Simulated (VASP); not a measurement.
# ZnCd2S3 (P4mm) in VASP: a series of runs, part 2 of 2

VASP 6.6.1. Earlier steps stand in the parts before.

## 4. Single point, PBE

This run uses another cell than the first one, of 25.19 Å³/atom, 1.027 times its volume.

Input file INCAR:

```
SYSTEM = ZnCd2S3
PREC = Accurate ; ENCUT = 520
EDIFF = 1E-6 ; ISMEAR = 0
SIGMA = 0.1 ; LREAL = .FALSE.
LASPH = .TRUE. ; NELM = 60
ALGO = Normal ; ISIF = 2
LWAVE = .FALSE. ; LCHARG = .TRUE.
GGA = PE ; LELF = .TRUE.
LVHAR = .TRUE. ; NBANDS = 36
```

Input file KPOINTS:

```
Automatic mesh
0
G
  4 4 4
  0 0 0
```

Input file POSCAR:

```
ZnCd2S3
1.0
    4.8499299646      0.0000000000      0.0000000000
    0.0000000000      4.8499299646      0.0000000000
    0.0000000000      0.0000000000      6.4253202733
Zn Cd S
1 2 3
Direct
    0.0000000000      0.0000000000      0.8712232384
    0.0000000000      0.5000000000      0.3210881057
    0.5000000000      0.0000000000      0.3210881057
    0.0000000000      0.5000000000      0.9443125435
    0.5000000000      0.0000000000      0.9443125435
    0.0000000000      0.0000000000      0.4927028732
```

Potentials or basis: VASP PAW PBE potentials, release 64 (Zn, Cd, S).

On the command line:

```console
> cat potpaw_PBE.64/Zn/POTCAR potpaw_PBE.64/Cd/POTCAR potpaw_PBE.64/S/POTCAR > POTCAR
> mpirun -np 1 vasp_std > vasp.out
```

OUTCAR:

```text
SYSTEM = ZnCd2S3
   PREC = Accurate
   ENCUT = 520
   EDIFF = 1E-6
   ISMEAR = 0
   LREAL = .FALSE.
   LASPH = .TRUE.
   NELM = 60
   ISIF = 2
   GGA = PE

 ion  position               nearest neighbor table
   1  0.000  0.000  0.871-   6 2.43   5 2.47   4 2.47   4 2.47   5 2.47
   2  0.000  0.500  0.321-   4 2.42   6 2.66   6 2.66   3 3.43   3 3.43   3 3.43   3 3.43
   3  0.500  0.000  0.321-   5 2.42   6 2.66   6 2.66   2 3.43   2 3.43   2 3.43   2 3.43
   4  0.000  0.500  0.944-   2 2.42   1 2.47   1 2.47
   5  0.500  0.000  0.944-   3 2.42   1 2.47   1 2.47
   6  0.000  0.000  0.493-   1 2.43   2 2.66   3 2.66   2 2.66   3 2.66

[... 900 lines left out ...]
  Total        0.0868149      0.0868149      0.4231553      0.0000000      0.0000000      0.0000000
  in kB        0.9203203      0.9203203      4.4858494      0.0000000      0.0000000      0.0000000
  external PRESSURE =       2.1088300 kB  Pullay stress =       0.0000000 kB

 VOLUME and BASIS-vectors are now :
 -----------------------------------------------------------------------------
  energy-cutoff  :      520.00
  volume of cell :      151.14
      direct lattice vectors                 reciprocal lattice vectors
     4.849929965  0.000000000  0.000000000     0.206188544  0.000000000  0.000000000
     0.000000000  4.849929965  0.000000000     0.000000000  0.206188544  0.000000000
     0.000000000  0.000000000  6.425320273     0.000000000  0.000000000  0.155634265

 POSITION                                       TOTAL-FORCE (eV/Angst)
 -----------------------------------------------------------------------------------
      0.00000      0.00000      5.59789         0.000000      0.000000      0.043279
      0.00000      2.42496      2.06309         0.000000     -0.000000      0.024538
      2.42496      0.00000      2.06309         0.000000      0.000000      0.024538
      0.00000      2.42496      6.06751         0.000000      0.000000     -0.048358
      2.42496      0.00000      6.06751         0.000000      0.000000     -0.048358
      0.00000      0.00000      3.16577         0.000000      0.000000      0.004361
 -----------------------------------------------------------------------------------
    total drift:                                0.000000      0.000000      0.000820

  FREE ENERGIE OF THE ION-ELECTRON SYSTEM (eV)
  ---------------------------------------------------
  free  energy   TOTEN  =       -15.7373576244 eV

  energy  without entropy=      -15.7120195785  energy(sigma->0) =      -15.72468860
```

Run time: 37 s. Hardware: 1 thread of Intel Xeon 6975P-C (Granite Rapids), shared host; peak memory 0.28 GiB.

What came out:

```yaml
Free_energy: -15.7374 eV
Pressure: 0.2 GPa
Largest_force: 0.048 eV/Å
Band_gap_on_the_k_mesh: zero (band 27 reaches 2.21 eV, above the bottom of band 28 at 1.55 eV)
```

Forces on the atoms (eV/Å):
```
Zn   0.000  0.000  0.043
Cd   0.000  0.000  0.025
Cd   0.000  0.000  0.025
S    0.000  0.000 -0.048
S    0.000  0.000 -0.048
S    0.000  0.000  0.004
```

Levels at points of the mesh, in eV from the Fermi level:
| k point | band 23 | band 24 | band 25 | band 26 | band 27 | band 28 | band 29 | band 30 | band 31 | band 32 |
| --- | --- | --- | --- | --- | --- | --- | --- | --- | --- | --- |
| (0.00, 0.00, 0.00) | -2.74 | -2.11 | -1.74 | -1.34 | -0.42 | -0.42 | 0.37 | 0.66 | 3.34 | 3.34 |
| (0.50, 0.00, 0.00) | -3.06 | -2.42 | -1.79 | -1.50 | -1.25 | -0.19 | 1.53 | 3.70 | 3.80 | 4.74 |
| (0.50, 0.50, 0.00) | -2.98 | -2.96 | -2.96 | 0.06 | 0.13 | 0.49 | 2.72 | 2.72 | 4.56 | 4.95 |
| (0.00, 0.00, 0.50) | -3.48 | -3.48 | -2.32 | -0.38 | -0.38 | 0.07 | 0.97 | 1.63 | 3.53 | 3.78 |
| (0.50, 0.00, 0.50) | -3.02 | -2.28 | -2.08 | -1.53 | -1.20 | 0.99 | 1.30 | 3.35 | 3.41 | 4.14 |
| (0.50, 0.50, 0.50) | -2.84 | -2.04 | -2.04 | -0.32 | 0.08 | 0.50 | 2.14 | 2.31 | 2.31 | 5.53 |

## 5. Relaxation of cell and atoms, PBE

This run uses another cell than the first one, of 25.19 Å³/atom, 1.027 times its volume.

Input file INCAR:

```
PREC = Accurate
ENCUT = 600
EDIFF = 1E-6
ISMEAR = 0
SIGMA = 0.1
LREAL = F
LASPH = T
NELM = 80
ALGO = Normal
ISIF = 3
LWAVE = F
LCHARG = F
GGA = PE
IBRION = 2
NSW = 90
EDIFFG = -0.04
```

Input file KPOINTS:

```
Automatic mesh
0
Gamma
  4 4 4
```

Input file POSCAR:

```
ZnCd2S3
1.0
    4.8535884925      0.0000000000      0.0000000000
    0.0000000000      4.8535884925      0.0000000000
    0.0000000000      0.0000000000      6.4167944876
Zn Cd S
1 2 3
Direct
    0.0000000000      0.0000000000      0.8709034598
    0.0000000000      0.5000000000      0.3217530281
    0.5000000000      0.0000000000      0.3217530281
    0.0000000000      0.5000000000      0.9437293066
    0.5000000000      0.0000000000      0.9437293066
    0.0000000000      0.0000000000      0.4928592809
```

On the command line:

```console
> cat potpaw_PBE.64/Zn/POTCAR potpaw_PBE.64/Cd/POTCAR potpaw_PBE.64/S/POTCAR > POTCAR
> mpirun -np 1 vasp_std > vasp.out
```

It took 1.9 min on 1 thread of Intel Xeon 6975P-C (Granite Rapids), shared host; peak memory 0.35 GiB.

Results (log left out):

```
Free energy                            : -15.7376 eV
Relaxed volume                         : 25.27 Å³/atom
Relaxed cell                           : a = 4.853 Å, b = 4.853 Å, c = 6.437 Å, α = 90.00°, β = 90.00°, γ = 90.00°
Space group after relaxing (to 0.05 Å) : P4mm (No. 99)
Energy gained by relaxing              : 0.1 meV/atom
Ionic steps                            : 4
Pressure after relaxing                : 0.0 GPa
Largest force after relaxing           : 0.029 eV/Å
Band gap on the k mesh                 : zero (band 27 reaches 2.18 eV, above the bottom of band 28 at 1.52 eV)
```

Forces in eV/Å, atoms in the order of the input:
```
Zn   0.000  0.000  0.013
Cd   0.000  0.000 -0.029
Cd   0.000  0.000 -0.029
S    0.000  0.000  0.017
S    0.000  0.000  0.017
S    0.000  0.000  0.012
```

Step by step:
```
step  energy change (eV)  largest force (eV/Å)  pressure (GPa)  volume (Å³)
   1              0.0000                0.0618            0.12       151.16
   2             -0.0005                0.0407           -0.03       151.57
   3             -0.0005                0.0447           -0.05       151.62
   4             -0.0008                0.0291           -0.03       151.64
```

Final structure:
```cif
data_structure
_symmetry_space_group_name_H-M 'P 1'
_symmetry_Int_Tables_number 1
_cell_length_a 4.8535
_cell_length_b 4.8535
_cell_length_c 6.4373
_cell_angle_alpha 90.000
_cell_angle_beta 90.000
_cell_angle_gamma 90.000
_cell_volume 151.64
loop_
_atom_site_label
_atom_site_type_symbol
_atom_site_fract_x
_atom_site_fract_y
_atom_site_fract_z
_atom_site_occupancy
Zn1 Zn 0.00000 0.00000 0.87189 1
Cd1 Cd 0.00000 0.50000 0.32129 1
Cd2 Cd 0.50000 0.00000 0.32129 1
S1 S 0.00000 0.50000 0.94383 1
S2 S 0.50000 0.00000 0.94383 1
S3 S 0.00000 0.00000 0.49261 1
```

Levels at points of the mesh, in eV from the Fermi level:
```tsv
k point	band 24	band 25	band 26	band 27	band 28	band 29	band 30	band 31
(0.00, 0.00, 0.00)	-2.10	-1.73	-1.34	-0.42	-0.42	0.36	0.66	3.34
(0.50, 0.00, 0.00)	-2.42	-1.78	-1.49	-1.25	-0.20	1.52	3.70	3.79
(0.50, 0.50, 0.00)	-2.95	-2.95	0.06	0.13	0.49	2.70	2.70	4.55
(0.00, 0.00, 0.50)	-3.47	-2.31	-0.38	-0.38	0.06	0.96	1.62	3.51
(0.50, 0.00, 0.50)	-2.28	-2.08	-1.52	-1.20	0.98	1.29	3.35	3.40
(0.50, 0.50, 0.50)	-2.03	-2.03	-0.32	0.09	0.50	2.14	2.29	2.29
```

## 6. The runs side by side

```tsv
task	cell	k mesh	cutoff (eV)	gap on the mesh (eV)	pressure (GPa)	largest force (eV/Å)
single point	a = 4.200, b = 4.200, c = 8.347 Å, 6 atoms	4 × 4 × 2	520	none	22.8	3.98
single point	a = 4.854, b = 4.854, c = 6.417 Å, 6 atoms	4 × 4 × 2	520	none	0.3	0.06
single point	a = 4.850, b = 4.850, c = 6.425 Å, 6 atoms	4 × 4 × 4	520	none	0.2	0.05
relaxation of cell and atoms	relaxed from a = 4.854, b = 4.854, c = 6.417 Å, 6 atoms	4 × 4 × 4	600	none	0.0	0.03
```

Alike in all rows: level PBE; potentials or basis VASP PAW PBE potentials, release 64 (Zn, Cd, S); no spin polarisation; smearing gaussian 0.1 eV.

Caveats: some runs use coarse meshes; forces of over 1 eV/Å act on the atoms, so gaps and moduli don't describe the material at rest (some runs).

Absolute energies hang on the potentials; compare differences alone.
